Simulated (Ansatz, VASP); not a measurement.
Two plane-wave programs on BP

The input POSCAR:

```
BP
1.0
    0.0000000000      2.2683156724      2.2683156724
    2.2683156724      0.0000000000      2.2683156724
    2.2683156724      2.2683156724      0.0000000000
B P
1 1
Direct
    0.0000000000      0.0000000000      0.0000000000
    0.2500000000      0.2500000000      0.2500000000
```

INCAR.step1

```
SYSTEM = BP
  PREC = Accurate
  ENCUT = 520
  EDIFF = 1E-5
  ISMEAR = 0
  SIGMA = 0.01
  LREAL = .FALSE.
  LASPH = .TRUE.
  NELM = 60
  ALGO = Normal
  ISIF = 2
  LWAVE = .TRUE.
  LCHARG = .FALSE.
  NBANDS = 11
  GGA = PE
```

Contents of INCAR.step2:

```
SYSTEM = BP
  PREC = Accurate
  ENCUT = 520
  EDIFF = 1E-7
  ISMEAR = 0
  SIGMA = 0.01
  LREAL = .FALSE.
  LASPH = .TRUE.
  NELM = 60
  ALGO = Normal
  ISIF = 2
  LWAVE = .FALSE.
  LCHARG = .FALSE.
  GGA = PE
  LHFCALC = .TRUE.
  AEXX = 1.0
  ALDAC = 0.0
  AGGAC = 0.0
  PRECFOCK = Normal
  NBANDS = 11
  ISTART = 1
```

Contents of KPOINTS:

```
Automatic mesh
0
G
  6 6 6
  0 0 0
```

Input for Ansatz:

```yaml
crystal:
  lattice:
    - [0.0, 2.2683156724, 2.2683156724]
    - [2.2683156724, 0.0, 2.2683156724]
    - [2.2683156724, 2.2683156724, 0.0]
  atoms:
    - { symbol: B, position: [0.0, 0.0, 0.0] }
    - { symbol: P, position: [0.25, 0.25, 0.25] }
kpoints:
  mp_grid: { grid: [6, 6, 6] }
  band_path:
    path:
      - [0.0, 0.0, 0.0]
      - [-0.5, -0.5, 0.0]
      - [-0.375, -0.375, 0.25]
      - [-0.375, 0.0, 0.375]
      - [0.0, 0.0, 0.5]
      - [-0.5, -0.25, 0.25]
      - [0.0, 0.414062, 0.414062]
    npoints: 1
hamiltonian:
  xc: hf
scf:
  occupations: { method: fixed }
  n_extra_bands: 4
output:
  forces: true
  stress: true
  eigenvalues: true
  write_density: true
  write_potential: true
  elf: true
  volumetric_format: npy
```

Alike in both runs: task single point; functional HF; k mesh 6 × 6 × 6; no spin polarisation.

```csv
,VASP,Ansatz
version,VASP 6.6.1,Ansatz 0.2.0
potentials or method,"VASP PAW PBE potentials, release 64 (B, P)","plane waves, PAW"
plane-wave cutoff (eV),520,420
occupations,"gaussian, width 0.01 eV",fixed
valence electrons in the cell,8,8
```

|  | VASP | Ansatz | Ansatz less VASP |
| --- | --- | --- | --- |
| gap on the k mesh at the Fermi level (eV) | 8.09 | 7.99 | -0.103 |
| pressure (GPa) | 4.0 | 5.8 | +1.88 |

VASP's potentials were made for PBE, not for HF. Ansatz's warnings: stress exchange threshold loose, stress scf threshold loose.
